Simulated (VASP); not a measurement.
Set up this calculation in VASP 6.6.1, as the native input.

- Task: single point
- Functional: PBEsol
- Potentials or basis: VASP PAW PBE potentials, release 64 (Hf_pv)
- Cutoff: 520 eV
- k mesh: 10 × 10 × 10
- Occupations: fermi-dirac, width 0.05 eV
- Spin: no spin polarisation
- Dipole correction: no
- Further INCAR settings: ALGO = Normal; EDIFF = 1e-07; NBANDS = 11

The structure of Hf lies in POSCAR:

```
Hf
1.0
   -1.7681529262      1.7681529262      1.7681529262
    1.7681529262     -1.7681529262      1.7681529262
    1.7681529262      1.7681529262     -1.7681529262
Hf
1
Direct
    0.0000000000      0.0000000000      0.0000000000
```

This cell differs from its parent crystal: volume scaled by 0.94.

These files were run (other wordings do the same):

INCAR

```
  ALGO = Normal
  EDIFF = 1E-7
  ENCUT = 520
  GGA = PS
  ISIF = 2
  ISMEAR = -1
  LASPH = T
  LCHARG = F
  LREAL = F
  LWAVE = F
  NBANDS = 11
  NELM = 60
  PREC = Accurate
  SIGMA = 0.05
```

KPOINTS

```
k-points
0
Gamma
  10 10 10
```

Potentials or basis: VASP PAW PBE potentials, release 64 (Hf_pv).

The run is started by

```sh
$ cat potpaw_PBE.64/Hf_pv/POTCAR > POTCAR
$ mpirun -np 1 vasp_std > vasp.out
```

It gave:

```json
{
 "Pressure": "-4.0 GPa",
 "Band gap on the k mesh": "zero (band 5 reaches 6.01 eV, above the bottom of band 6 at 3.73 eV)"
}
```

Caveat: the PAW data sets were made with another functional, which shifts forces and pressure a little; spin-orbit coupling is left out, which moves the levels of the heavy elements.

Wall time 8.2 s on 1 thread of Intel(R) Xeon(R) Platinum 8259CL CPU @ 2.50GHz (Skylake/Cascade Lake), on a shared host, peak memory 0.14 GiB.
